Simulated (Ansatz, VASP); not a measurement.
## YF4: VASP beside Ansatz

INCAR

```
SYSTEM = YF4
PREC = Accurate
ENCUT = 600
EDIFF = 1E-6
ISMEAR = 0
SIGMA = 0.1
LREAL = .False.
LASPH = .True.
NELM = 200
ALGO = Normal
ISIF = 2
LWAVE = .False.
LCHARG = .False.
ISPIN = 2
MAGMOM = 0 1 1 1 1
LORBIT = 11
LMAXMIX = 4
GGA = PE
NBANDS = 32
GGA_COMPAT = .False.
```

The input KPOINTS:

```
regular mesh
0
Gamma
  4 4 4
  0 0 0
```

The input POSCAR:

```
YF4
1.0
    0.0000000000      4.4357597514      4.4357597514
    4.4357597514      0.0000000000      4.4357597514
    4.4357597514      4.4357597514      0.0000000000
Y F
1 4
Direct
    0.2500000000      0.2500000000      0.2500000000
    0.3839426781      0.8481719658      0.3839426781
    0.3839426781      0.3839426781      0.3839426781
    0.8481719658      0.3839426781      0.3839426781
    0.3839426781      0.3839426781      0.8481719658
```

Input for Ansatz:

```yaml
crystal:
  lattice:
    - [0.0, 4.4357597514, 4.4357597514]
    - [4.4357597514, 0.0, 4.4357597514]
    - [4.4357597514, 4.4357597514, 0.0]
  atoms:
    - { symbol: "Y", position: [0.25, 0.25, 0.25] }
    - { symbol: F, position: [0.3839426781, 0.8481719658, 0.3839426781], spin: 1.0 }
    - { symbol: F, position: [0.3839426781, 0.3839426781, 0.3839426781], spin: 1.0 }
    - { symbol: F, position: [0.8481719658, 0.3839426781, 0.3839426781], spin: 1.0 }
    - { symbol: F, position: [0.3839426781, 0.3839426781, 0.8481719658], spin: 1.0 }
basis:
  ecutwfc: 420
kpoints:
  mp_grid: { grid: [4, 4, 4] }
hamiltonian:
  xc: pbe
scf:
  occupations: { method: gaussian, width: 0.1 }
  lower_state_search: "off"
output:
  forces: true
  stress: true
  eigenvalues: true
  populations: true
magnetization:
  spin_polarized: true
```

Alike in both runs: task single point; functional PBE; k mesh 4 × 4 × 4; occupations gaussian, width 0.1 eV; collinear spin.

|  | VASP | Ansatz |
| --- | --- | --- |
| version | VASP 6.6.1 | Ansatz 0.2.0 |
| potentials or method | VASP PAW PBE potentials, release 64 (Y_sv, F), cutoff 600 eV | scalar-relativistic, plane waves, PAW |
| valence electrons in the cell | 39 | 39 |

```csv
,VASP,Ansatz,Ansatz less VASP
gap on the k mesh at the Fermi level (eV),none,none,-
pressure (GPa),0.2,0.3,+0.08
rms of the force components (eV/Å),0.030,0.011,-0.0192
net moment per atom (μB),0.20,0.20,0.000
size of the moment on the site where the two differ most (μB),0.22,0.23,+0.015
```

Site moments also hang on the region over which each program counts them. Atom by atom the forces differ by 0.019 eV/Å (rms over components). A gap of «none» marks a metal or a gap that the smearing closes. The functional is the same, so the differences come from potentials, cutoffs and numerics.
